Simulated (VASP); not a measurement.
As:

```
As
1.0
     4.05492    0.00000    0.00000
    -2.02746    3.51166    0.00000
     0.00000    0.00000    3.24854
As
2
Direct
  0.33333 0.66667 0.00000
  0.66667 0.33333 0.00000
```

| Item | Value |
| --- | --- |
| Program | VASP 6.6.1 |
| Task | relaxation of cell and atoms |
| Functional | PBE |
| Potentials or basis | VASP PAW PBE potentials, release 64 (As) |
| Cutoff | 600 eV |
| k mesh | 6 × 6 × 6 |
| Occupations | gaussian, width 0.1 eV |
| Spin | no spin polarisation |

At the start: pressure 15.6 GPa; volume 23.13 Å³/atom.

**Question.** Where does the relaxation end?

**Answer.** Over 11 steps the energy falls by 515.4 meV/atom and the volume is 25.79 Å³/atom (+11.5 %); space group P6/mmm (No. 191, to 0.05 Å).

Step by step:
| step | energy change (eV) | largest force (eV/Å) | pressure (GPa) | volume (Å³) |
| --- | --- | --- | --- | --- |
| 1 | 0.0000 | 0.0000 | 15.65 | 46.26 |
| 2 | -0.6363 | 0.0000 | -6.83 | 62.30 |
| 3 | -0.7470 | 0.0000 | -2.72 | 56.47 |
| 4 | -0.7507 | 0.0000 | -3.65 | 57.38 |
| 5 | -0.9019 | 0.0000 | -1.94 | 54.05 |
| 6 | -1.0261 | 0.0000 | 1.34 | 50.58 |
| 7 | -1.0138 | 0.0000 | -0.21 | 51.63 |
| 8 | -1.0285 | 0.0000 | 0.82 | 50.89 |
| 9 | -1.0281 | 0.0000 | 1.05 | 50.75 |
| 10 | -1.0297 | 0.0000 | -0.63 | 52.13 |
| 11 | -1.0308 | 0.0000 | 0.01 | 51.59 |

Final structure:
```
As
1.0
     4.67545    0.00000    0.00000
    -2.33772    4.04906    0.00000
     0.00000    0.00000    2.72509
As
2
Cartesian
  0.0000 2.6994 0.0000
  2.3377 1.3497 0.0000
```

Caveat: this functional lacks dispersion, which binds the layers, so the pressure and a relaxed spacing across them are unreliable.
